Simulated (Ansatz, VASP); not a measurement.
**Be2S: VASP beside Ansatz**

```xyz
3
Lattice="3.1576 0.0000 0.0000 0.0000 3.1576 0.0000 0.0000 0.0000 3.9404" Properties=species:S:1:pos:R:3 pbc="T T T"
Be    0.0000    1.5788    0.6641
Be    1.5788    0.0000    3.2763
S     1.5788    1.5788    1.9702
```

Change from the starting cell: the structure that the rattled cell fell into.

Alike in both runs: functional PBE; k mesh 14 × 14 × 12; occupations gaussian, width 0.1 eV; no spin polarisation.

Ansatz relaxed the structure, and its values are those at the end. VASP's run is a single point on that final structure, the one shown.

|  | VASP | Ansatz |
| --- | --- | --- |
| version | VASP 6.6.1 | Ansatz 0.2.0 |
| potentials or method | VASP PAW PBE potentials, release 64 (Be, S), cutoff 520 eV | scalar-relativistic, plane waves, PAW |
| valence electrons in the cell | 10 | 10 |

VASP gave:

| Item | Value |
| --- | --- |
| gap on the k mesh at the Fermi level (eV) | none |
| pressure (GPa) | 0.1 |
| rms of the force components (eV/Å) | 0.008 |

What did Ansatz give for the same quantities?

gap on the k mesh at the Fermi level (eV): none; pressure (GPa): 0.0; rms of the force components (eV/Å): 0.001.

A gap of «none» marks a metal or a gap that the smearing closes.
